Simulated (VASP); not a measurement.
**Ca: single point with PBEsol**

The system is Ca.

```
Ca
1.0
     0.00000    2.79420    2.79420
     2.79420    0.00000    2.79420
     2.79420    2.79420    0.00000
Ca
1
Cartesian
  0.0000 0.0000 0.0000
```

| Item | Value |
| --- | --- |
| Program | VASP 6.6.1 |
| Task | single point |
| Functional | PBEsol |
| Potentials or basis | VASP PAW PBE potentials, release 64 (Ca_sv) |
| Cutoff | 520 eV |
| k mesh | 8 × 8 × 8 |
| Occupations | gaussian, width 0.1 eV |
| Spin | no spin polarisation |
| Dipole correction | no |
| Further INCAR settings | ALGO = Normal; EDIFF = 1e-06; NBANDS = 11 |

The pressure is -1.2 GPa and the band gap on the k mesh is zero (bands 5 and 6 overlap by 0.40 eV).

Levels at points of the mesh, in eV from the Fermi level:
```csv
k point,band 2,band 3,band 4,band 5,band 6,band 7,band 8,band 9
"(0.00, 0.00, 0.00)",-22.86,-22.86,-22.86,-3.93,2.33,2.33,2.33,3.37
"(0.50, 0.00, 0.00)",-22.99,-22.88,-22.88,-0.94,-0.13,2.22,2.22,4.03
"(0.50, 0.50, 0.00)",-22.98,-22.91,-22.91,-0.38,0.63,0.95,4.03,4.21
```

It took 8.2 s on 1 thread of Intel(R) Xeon(R) Platinum 8488C (Sapphire Rapids), with other jobs on the host, peak memory 0.17 GiB.

Caveat: the PAW data sets were made with another functional, which shifts forces and pressure a little.
